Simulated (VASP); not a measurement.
Here is a VASP 6.6.1 calculation.

POSCAR

```
Fe
1.0
   -2.9100000000      2.9100000000      2.9100000000
    1.4550000000     -1.4550000000      1.4550000000
    1.4550000000      1.4550000000     -1.4550000000
Fe
2
Direct
    0.0000000000      0.0000000000      0.0000000000
    0.5000000000      0.0000000000      0.0000000000
```

Contents of INCAR.step1:

```
PREC = Accurate
ENCUT = 520
ISMEAR = -1
SIGMA = 0.1
LREAL = False
LASPH = True
NELM = 150
ISPIN = 2
MAGMOM = 4 4
LMAXMIX = 4
NBANDS = 19
GGA = PE
ALGO = Normal
EDIFF = 1E-4
LWAVE = True
LCHARG = False
```

File INCAR.step2:

```
PREC = Accurate
ENCUT = 520
EDIFF = 1E-6
ISMEAR = -1
SIGMA = 0.1
LREAL = False
LASPH = True
NELM = 150
ALGO = Normal
ISIF = 2
LWAVE = False
LCHARG = False
ISPIN = 2
MAGMOM = 4 4
LORBIT = 11
LMAXMIX = 4
METAGGA = R2SCAN
LMIXTAU = True
NBANDS = 19
ISTART = 1
```

KPOINTS

```
regular mesh
0
Gamma
  7 14 14
```

Potentials or basis: VASP PAW PBE potentials, release 64 (Fe).

Run with:

```sh
$ cat potpaw_PBE.64/Fe/POTCAR > POTCAR
$ cp INCAR.step1 INCAR
$ mpirun -np 1 vasp_std > vasp.out
$ cp INCAR.step2 INCAR
$ mpirun -np 1 vasp_std > vasp.out
```

(1) Predict the pressure.

(2) Estimate the site moments.

(3) What does it give for the net moment?

Answers

(1) -6.7 GPa.

(2) Fe +2.80 μB.

(3) 5.44 μB per cell.

Caveat: the cell stands under tension; the PAW data sets were made with another functional, which shifts forces and pressure a little.
